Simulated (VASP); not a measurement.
# NiGe3 (Fm-3m) in VASP: further runs

NiGe3 is run at these levels: PBEsol; tasks: single point, relaxation of cell and atoms.

Program: VASP 6.6.1. These are calculated values, not measurements. Logs are shortened: lines on timing, memory, paths and dates and some standing lists are left out, and cuts for length are marked.

## (1) The cell of the first run

It takes space group Fm-3m (No. 225, cubic). The conventional cell has a = 6.295 Å, b = 6.295 Å, c = 6.295 Å, α = 90.00°, β = 90.00°, γ = 90.00°. Within 3.6 Å of Ge (site symmetry -43m) lie 10 Ge at 2.73 to 3.15 Å and 4 Ni at 2.73 Å. Ge (site symmetry m-3m) has 8 Ge at 2.73 Å and 6 Ni at 3.15 Å within 3.6 Å. Within 3.6 Å of Ni (site symmetry m-3m) lie 14 Ge at 2.73 to 3.15 Å.

## (2) Single point, PBEsol

File INCAR:

```
PREC = Accurate
ENCUT = 520
EDIFF = 1E-6
ISMEAR = 0
SIGMA = 0.1
LREAL = F
LASPH = T
NELM = 80
ALGO = Normal
ISIF = 2
LWAVE = F
LCHARG = F
GGA = PS
NBANDS = 34
```

File KPOINTS:

```
regular mesh
0
Gamma
  6 6 6
```

File POSCAR:

```
NiGe3
1.0
    0.0000000000      3.1477114616      3.1477114616
    3.1477114616      0.0000000000      3.1477114616
    3.1477114616      3.1477114616      0.0000000000
Ge Ni
3 1
Direct
    0.2500000000      0.2500000000      0.2500000000
    0.7500000000      0.7500000000      0.7500000000
    0.5000000000      0.5000000000      0.5000000000
    0.0000000000      0.0000000000      0.0000000000
```

Potentials or basis: VASP PAW PBE potentials, release 64 (Ge_d, Ni).

Launch:

```sh
$ cat potpaw_PBE.64/Ge_d/POTCAR potpaw_PBE.64/Ni/POTCAR > POTCAR
$ mpirun -np 1 vasp_std > vasp.out
```

OUTCAR:

```text
PREC = Accurate
   ENCUT = 520
   EDIFF = 1E-6
   ISMEAR = 0
   LREAL = F
   LASPH = T
   NELM = 80
   ISIF = 2
   GGA = PS

 ion  position               nearest neighbor table
   1  0.250  0.250  0.250-   4 2.73   4 2.73   4 2.73   3 2.73   4 2.73   3 2.73   3 2.73   3 2.73

   2  0.750  0.750  0.750-   3 2.73   3 2.73   3 2.73   3 2.73   4 2.73   4 2.73   4 2.73   4 2.73

   3  0.500  0.500  0.500-   1 2.73   1 2.73   1 2.73   1 2.73   2 2.73   2 2.73   2 2.73   2 2.73

   4  0.000  0.000  0.000-   2 2.73   2 2.73   2 2.73   1 2.73   2 2.73   1 2.73   1 2.73   1 2.73

  LATTYP: Found a face centered cubic cell.
 ALAT       =     6.2954229232

  Lattice vectors:

 A1 = (   0.0000000000,   3.1477114616,   3.1477114616)
 A2 = (   3.1477114616,   0.0000000000,   3.1477114616)
 A3 = (   3.1477114616,   3.1477114616,   0.0000000000)

Analysis of symmetry for initial positions (statically):
=====================================================================
 Subroutine PRICEL returns:
 Original cell was already a primitive cell.

 Routine SETGRP: Setting up the symmetry group for a
 face centered cubic supercell.

 Subroutine GETGRP returns: Found 48 space group operations
 (whereof 48 operations were pure point group operations)
 out of a pool of 48 trial point group operations.

The static configuration has the point symmetry O_h .

Analysis of symmetry for dynamics (positions and initial velocities):
=====================================================================
 Subroutine PRICEL returns:
 Original cell was already a primitive cell.

 Routine SETGRP: Setting up the symmetry group for a
 face centered cubic supercell.

 Subroutine GETGRP returns: Found 48 space group operations
 (whereof 48 operations were pure point group operations)
 out of a pool of 48 trial point group operations.

The dynamic configuration has the point symmetry O_h .

 Subroutine INISYM returns: Found 48 space group operations
 (whereof 48 operations are pure point group operations),
 and found     1 'primitive' translations

----------------------------------------------------------------------------------------

                                     Primitive cell

  volume of cell :      62.3756

  direct lattice vectors                    reciprocal lattice vectors
     0.000000000  3.147711462  3.147711462    -0.158845563  0.158845563  0.158845563
     3.147711462  0.000000000  3.147711462     0.158845563 -0.158845563  0.158845563
     3.147711462  3.147711462  0.000000000     0.158845563  0.158845563 -0.158845563

  length of vectors
     4.451536239  4.451536239  4.451536239     0.275128586  0.275128586  0.275128586

  position of ions in fractional coordinates (direct lattice)
     0.250000000  0.250000000  0.250000000
     0.750000000  0.750000000  0.750000000
     0.500000000  0.500000000  0.500000000
     0.000000000  0.000000000  0.000000000

  ion indices of the primitive-cell ions
   primitive index   ion index
                 1           1
                 2           2
                 3           3
                 4           4

----------------------------------------------------------------------------------------

 KPOINTS: regular mesh

Automatic generation of k-mesh.
 Grid dimensions read from file:
 generate k-points for:    6    6    6

 Generating k-lattice:

  Cartesian coordinates                     Fractional coordinates (reciprocal lattice)
    -0.026474261  0.026474261  0.026474261     0.166666667  0.000000000  0.000000000
     0.026474261 -0.026474261  0.026474261     0.000000000  0.166666667  0.000000000
     0.026474261  0.026474261 -0.026474261     0.000000000  0.000000000  0.166666667

  Length of vectors
     0.045854764  0.045854764  0.045854764

  Shift w.r.t. Gamma in fractional coordinates (k-lattice)
     0.000000000  0.000000000  0.000000000

 Subroutine IBZKPT returns following result:
 ===========================================

 Found     16 irreducible k-points:

 Following reciprocal coordinates:
            Coordinates               Weight
  0.000000  0.000000  0.000000      1.000000
  0.166667  0.000000  0.000000      8.000000
  0.333333  0.000000  0.000000      8.000000
  0.500000  0.000000  0.000000      4.000000
  0.166667  0.166667  0.000000      6.000000
  0.333333  0.166667  0.000000     24.000000
[... 8 lines left out ...]
 -0.333333  0.333333  0.166667     24.000000
 -0.333333  0.500000  0.166667     12.000000
   k-points           NKPTS =     16   k-points in BZ     NKDIM =     16   number of bands    NBANDS=     34
   number of dos      NEDOS =    301   number of ions     NIONS =      4
   total plane-waves  NPLWV =  46656
   dimension x,y,z NGX =    36 NGY =   36 NGZ =   36
   dimension x,y,z NGXF=    72 NGYF=   72 NGZF=   72
   ions per type =               3   1
   NGX,Y,Z   is equivalent  to a cutoff of  13.44, 13.44, 13.44 a.u.
   NGXF,Y,Z  is equivalent  to a cutoff of  26.89, 26.89, 26.89 a.u.
 SYSTEM =  unknown system
   PREC   = accura    normal or accurate (medium, high low for compatibility)
   ISTART =      0    job   : 0-new  1-cont  2-samecut
   ICHARG =      2    charge: 1-file 2-atom 10-const
   ISPIN  =      1    spin polarized calculation?
   LNONCOLLINEAR =      F non collinear calculations
   LSORBIT =      F    spin-orbit coupling
   LASPH  =      T    aspherical Exc in radial PAW
   ENCUT  =  520.0 eV  38.22 Ry    6.18 a.u.   8.28  8.28  8.28*2*pi/ulx,y,z
   NELM   =     80;   NELMIN=  2; NELMDL= -5     # of ELM steps
   EDIFF  = 0.1E-05   stopping-criterion for ELM
   LREAL  =      F    real-space projection
   EDIFFG = 0.1E-04   stopping-criterion for IOM
   NSW    =      0    number of steps for IOM
   IBRION =     -1    ionic relax: 0-MD 1-quasi-New 2-CG
   NFREE  =      0    steps in history (QN), initial steepest desc. (CG)
   ISIF   =      2    stress and relaxation
   ISYM   =      2    0-nonsym 1-usesym 2-fastsym
   POTIM  = 0.5000    time-step for ionic-motion
   TEBEG  =    0.0;   TEEND  =   0.0 temperature during run
   PSTRESS=    0.0 pullay stress
   NELECT =      52.0000    total number of electrons
   NUPDOWN=      -1.0000    fix difference up-down
   EMIN   =  10.00;   EMAX   =-10.00  energy-range for DOS
   EFERMI =   0.00;   METHOD = LEGACY
   ISMEAR =     0;   SIGMA  =   0.10  broadening in eV -4-tet -1-fermi 0-gaus
   EFERMI_NEDOS =   21; number of points for ismear=-14 and -15
   IALGO  =     38    algorithm
   IMIX   =      4    mixing-type and parameters
     AMIX     =   0.40;   BMIX     =  1.00
     AMIX_MAG =   1.60;   BMIX_MAG =  1.00
  volume/ion in A,a.u.               =      15.59       105.23
  Fermi-wavevector in a.u.,A,eV,Ry     =   1.540770  2.911632 32.299835  2.373971
  Thomas-Fermi vector in A             =   2.646810
   LORBIT       =      0    0 simple, 1 ext, 2 COOP (PROOUT), +10 PAW based schemes
   GGA     = PS    functional components
   LHFCALC =     F    Hartree Fock is set to
   AEXX    =    0.0000 exact exchange contribution
   IVDW    =     0    specifies the selected vdW correction
   LEPSILON=     F    determine dielectric tensor
   LRPA    =     F    only Hartree local field effects (RPA)
 non-spin polarized calculation
 Gauss-broadening in eV      SIGMA  =   0.10
  energy-cutoff  :      520.00
  volume of cell :       62.38
 maximum number of plane-waves:      1694
 NGX is ok and might be reduce to    36
   NGX = 17   NGY = 17   NGZ = 17

 number of electron      51.9999978 magnetization

 Free energy of the ion-electron system (eV)
  ---------------------------------------------------
  ext. energy  EPLUGINS =         0.00000000
  ---------------------------------------------------
  free energy    TOTEN  =       -20.08186291 eV

  energy without entropy =      -20.07546816  energy(sigma->0) =      -20.07866554

 E-fermi :   8.0710     XC(G=0): -12.1912

 val. band max:        8.0706234153   @ k =   0.5000   0.1667   0.0000
 cond. band min:       8.3370788539   @ k =   0.3333   0.1667   0.0000
 fundamental gap:      0.2664554386
 Fermi energy:         8.0710318783

 k-point     1 :       0.0000    0.0000    0.0000
  band No.  band energies     occupation
      1     -16.8179      2.00000
      2     -16.8179      2.00000
      3     -16.8179      2.00000
      4     -16.7991      2.00000
      5     -16.7991      2.00000
      6     -16.6134      2.00000
[... 26 lines left out ...]
     33      13.1872      0.00000
     34      14.2717      0.00000

 k-point     2 :       0.1667    0.0000    0.0000
  band No.  band energies     occupation
      1     -16.8208      2.00000
      2     -16.8208      2.00000
      3     -16.8182      2.00000
      4     -16.7949      2.00000
      5     -16.7949      2.00000
      6     -16.6096      2.00000
[... 26 lines left out ...]
     33      14.9077      0.00000
     34      15.5334      0.00000

 k-point     3 :       0.3333    0.0000    0.0000
  band No.  band energies     occupation
      1     -16.8267      2.00000
      2     -16.8267      2.00000
      3     -16.8165      2.00000
      4     -16.7862      2.00000
      5     -16.7862      2.00000
      6     -16.5987      2.00000
[... 26 lines left out ...]
     33      15.7219      0.00000
     34      17.3029      0.00000

 k-point     4 :       0.5000    0.0000    0.0000
  band No.  band energies     occupation
      1     -16.8296      2.00000
      2     -16.8296      2.00000
      3     -16.8143      2.00000
      4     -16.7817      2.00000
      5     -16.7817      2.00000
      6     -16.5917      2.00000
[... 26 lines left out ...]
     33      14.6411      0.00000
     34      14.6411      0.00000

 k-point     5 :       0.1667    0.1667    0.0000
  band No.  band energies     occupation
      1     -16.8231      2.00000
      2     -16.8231      2.00000
      3     -16.8152      2.00000
      4     -16.7947      2.00000
      5     -16.7928      2.00000
      6     -16.6153      2.00000
[... 325 lines left out ...]
 k-point    14 :       0.5000    0.3333    0.1667
  band No.  band energies     occupation
      1     -16.8302      2.00000
      2     -16.8280      2.00000
      3     -16.8161      2.00000
      4     -16.7851      2.00000
      5     -16.7791      2.00000
      6     -16.6086      2.00000
[... 26 lines left out ...]
     33      15.2621      0.00000
     34      16.8862      0.00000

 k-point    15 :      -0.3333    0.3333    0.1667
  band No.  band energies     occupation
      1     -16.8318      2.00000
      2     -16.8244      2.00000
      3     -16.8204      2.00000
      4     -16.7823      2.00000
      5     -16.7769      2.00000
      6     -16.6032      2.00000
[... 26 lines left out ...]
     33      16.1912      0.00000
     34      17.1428      0.00000

 k-point    16 :      -0.3333    0.5000    0.1667
  band No.  band energies     occupation
      1     -16.8329      2.00000
      2     -16.8283      2.00000
      3     -16.8160      2.00000
      4     -16.7841      2.00000
      5     -16.7738      2.00000
      6     -16.6127      2.00000
[... 26 lines left out ...]
     33      16.6046      0.00000
     34      17.3667      0.00000

------------------------ aborting loop because EDIFF is reached ----------------------------------------

  FORCE on cell =-STRESS in cart. coord.  units (eV):
  Direction    XX          YY          ZZ          XY          YZ          ZX
  --------------------------------------------------------------------------------------
  -------------------------------------------------------------------------------------
  Total        0.1947300      0.1947300      0.1947300      0.0000000      0.0000000      0.0000000
  in kB        5.0018275      5.0018275      5.0018275      0.0000000      0.0000000      0.0000000
  external PRESSURE =       5.0018275 kB  Pullay stress =       0.0000000 kB

 VOLUME and BASIS-vectors are now :
 -----------------------------------------------------------------------------
  energy-cutoff  :      520.00
  volume of cell :       62.38
      direct lattice vectors                 reciprocal lattice vectors
     0.000000000  3.147711462  3.147711462    -0.158845563  0.158845563  0.158845563
     3.147711462  0.000000000  3.147711462     0.158845563 -0.158845563  0.158845563
     3.147711462  3.147711462  0.000000000     0.158845563  0.158845563 -0.158845563

 POSITION                                       TOTAL-FORCE (eV/Angst)
 -----------------------------------------------------------------------------------
      1.57386      1.57386      1.57386         0.000000      0.000000     -0.000000
      4.72157      4.72157      4.72157        -0.000000     -0.000000      0.000000
      3.14771      3.14771      3.14771        -0.000000     -0.000000      0.000000
      0.00000      0.00000      0.00000        -0.000000     -0.000000      0.000000
 -----------------------------------------------------------------------------------
    total drift:                                0.000000      0.000000      0.000000

  FREE ENERGIE OF THE ION-ELECTRON SYSTEM (eV)
  ---------------------------------------------------
  free  energy   TOTEN  =       -20.0818629146 eV

  energy  without entropy=      -20.0754681591  energy(sigma->0) =      -20.07866554
```

It took 19 s on 1 thread of Intel Xeon 6975P-C (Granite Rapids), shared host; peak memory 0.21 GiB.

Results:

- Free energy: -20.0819 eV
- Pressure: 0.5 GPa
- Band gap on the k mesh: zero (bands 26 and 27 overlap by 0.86 eV)

Levels at points of the mesh, in eV from the Fermi level:
```csv
k point,band 23,band 24,band 25,band 26,band 27,band 28,band 29,band 30
"(0.00, 0.00, 0.00)",-1.77,-1.44,-1.44,-1.44,0.58,0.58,0.58,1.96
"(0.50, 0.00, 0.00)",-1.76,-1.54,-1.54,-0.33,-0.33,-0.17,3.66,4.70
"(0.50, 0.50, 0.00)",-1.81,-1.59,-1.24,-0.83,4.36,4.36,4.46,5.47
```

Caveat: the PAW data sets were made with another functional, which shifts forces and pressure a little. Spin polarisation is off, so any magnetic state and its effect on volume and gap are missing.

(Continued in part 2 of 2.)
